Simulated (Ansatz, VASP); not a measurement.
Ir: VASP beside Ansatz

Contents of INCAR:

```
SYSTEM = Ir
ALGO = Normal
DIPOL = 0.5 0.5 0.500
EDIFF = 1E-6
ENCUT = 520
GGA = PS
IDIPOL = 3
ISIF = 2
ISMEAR = 0
LASPH = .TRUE.
LCHARG = .FALSE.
LDIPOL = .TRUE.
LREAL = .FALSE.
LWAVE = .FALSE.
NBANDS = 36
NELM = 60
PREC = Accurate
SIGMA = 0.1
```

File KPOINTS:

```
k-points
0
G
  13 13 1
  0 0 0
```

File POSCAR:

```
Ir
1.0
    2.7083818992      0.0000000000      0.0000000000
    0.0000000000      2.7083818992      0.0000000000
    0.0000000000      0.0000000000     12.5755760347
Ir
6
Direct
    0.5000000000      0.5000000000      0.1192788303
    0.0000000000      0.0000000000      0.2715672982
    0.5000000000      0.5000000000      0.4238557661
    0.0000000000      0.0000000000      0.5761442339
    0.5000000000      0.5000000000      0.7284327018
    0.0000000000      0.0000000000      0.8807211697
```

Input for Ansatz:

```yaml
crystal:
  lattice:
    - [2.7083818992, 0.0, 0.0]
    - [0.0, 2.7083818992, 0.0]
    - [0.0, 0.0, 12.5755760347]
  atoms:
    - { symbol: Ir, position: [0.5, 0.5, 0.1192788303] }
    - { symbol: Ir, position: [0.0, 0.0, 0.2715672982] }
    - { symbol: Ir, position: [0.5, 0.5, 0.4238557661] }
    - { symbol: Ir, position: [0.0, 0.0, 0.5761442339] }
    - { symbol: Ir, position: [0.5, 0.5, 0.7284327018] }
    - { symbol: Ir, position: [0.0, 0.0, 0.8807211697] }
basis:
  ecutwfc: 420
kpoints:
  mp_grid: { grid: [13, 13, 1] }
hamiltonian:
  xc: pbesol
scf:
  occupations: { method: gaussian, width: 0.1 }
  max_iter: 73
output:
  forces: true
  stress: true
  eigenvalues: true
efield:
  axis: 3
  dipole_correction: true
  ramp_width: 0.04
```

Alike in both runs: task single point; functional PBEsol; k mesh 13 × 13 × 1; occupations gaussian, width 0.1 eV; no spin polarisation.

|  | VASP | Ansatz |
| --- | --- | --- |
| version | VASP 6.6.1 | Ansatz 0.2.0 |
| potentials or method | VASP PAW PBE potentials, release 64 (Ir), cutoff 520 eV | scalar-relativistic, plane waves, PAW |
| valence electrons in the cell | 54 | 102 |

```csv
,VASP,Ansatz,Ansatz less VASP
gap on the k mesh at the Fermi level (eV),none,none,-
rms of the force components (eV/Å),0.373,0.367,-0.0058
```

VASP's potentials were made for PBE, not for PBEsol. Atom by atom the forces differ by 0.016 eV/Å (rms over components). A gap of «none» marks a metal or a gap that the smearing closes. VASP's potentials hold 54 valence electrons a cell and Ansatz's 102, so a difference there can come from the potentials and not from the codes. Ansatz's warnings: vacuum below fermi, vacuum density over bound.

Spin-orbit coupling is off throughout.
